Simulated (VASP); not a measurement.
MoS2, 3 atoms in the cell. The structure is trigonal, space group R-3m (No. 166). The conventional cell has a = 3.171 Å, b = 3.171 Å, c = 18.345 Å, α = 90.00°, β = 90.00°, γ = 120.00°. Within 3.2 Å of Mo (site symmetry -3m) lie 6 S at 2.39 Å and 6 Mo at 3.17 Å. S (site symmetry 3m) has 3 Mo at 2.39 Å and 6 S at 3.17 Å within 3.2 Å. 

| Quantity | Value |
| --- | --- |
| Program | VASP 6.6.1 |
| Task | single point |
| Functional | LDA |
| Potentials or basis | VASP PAW LDA potentials, release 64 (Mo_sv, S) |
| Cutoff | 520 eV |
| k mesh | 12 × 12 × 12 |
| Occupations | methfessel-paxton, width 0.05 eV |
| Spin | no spin polarisation |
| Dipole correction | no |
| Further INCAR settings | ALGO = Normal; EDIFF = 1e-07; NBANDS = 20 |

Potentials or basis: VASP PAW LDA potentials, release 64 (Mo_sv, S).

Launch:

```sh
$ cat potpaw_LDA.64/Mo_sv/POTCAR potpaw_LDA.64/S/POTCAR > POTCAR
$ mpirun -np 1 vasp_std > vasp.out
```

Hardware: 1 thread of Intel(R) Xeon(R) 6975P-C (Granite Rapids), on a shared host.

Q: How long does it take, and how much memory?

A: Run time: 3.7 min on 1 thread of Intel(R) Xeon(R) 6975P-C (Granite Rapids), with other jobs on the host, peak memory 0.37 GiB. Counts: scf iterations 15, k points 189.
